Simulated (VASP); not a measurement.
Here is a VASP 6.6.1 calculation.

Contents of INCAR:

```
PREC = Accurate
ENCUT = 500
EDIFF = 1E-6
ISMEAR = -1
SIGMA = 0.1
LREAL = False
LASPH = True
NELM = 120
ALGO = Normal
ISIF = 2
LWAVE = False
LCHARG = False
GGA = CA
NBANDS = 22
GGA_COMPAT = False
```

File KPOINTS:

```
Automatic mesh
0
Gamma
  10 10 10
```

Contents of POSCAR:

```
Bi
1.0
    2.2476756449      1.2976961387      3.8267303852
   -2.2476756449      1.2976961387      3.8267303852
    0.0000000000     -2.5953922773      3.8267303852
Bi
2
Direct
    0.2372424014      0.2372424014      0.2372424014
    0.7627575986      0.7627575986      0.7627575986
```

Potentials or basis: VASP PAW LDA potentials, release 64 (Bi_d).

Launch:

```bash
$ cat potpaw_LDA.64/Bi_d/POTCAR > POTCAR
$ mpirun -np 1 vasp_std > vasp.out
```

Q: What does it give for the pressure?

A: 0.1 GPa.

Q: What does it give for the band gap on the k mesh?

A: Zero (bands 15 and 16 overlap by 0.15 eV).

Q: Estimate the largest force.

A: 0.024 eV/Å.

Forces on the atoms (eV/Å):
```
Bi   0.000  0.000  0.024
Bi   0.000  0.000 -0.024
```

Caveat: spin-orbit coupling is left out, which moves the levels of the heavy elements.
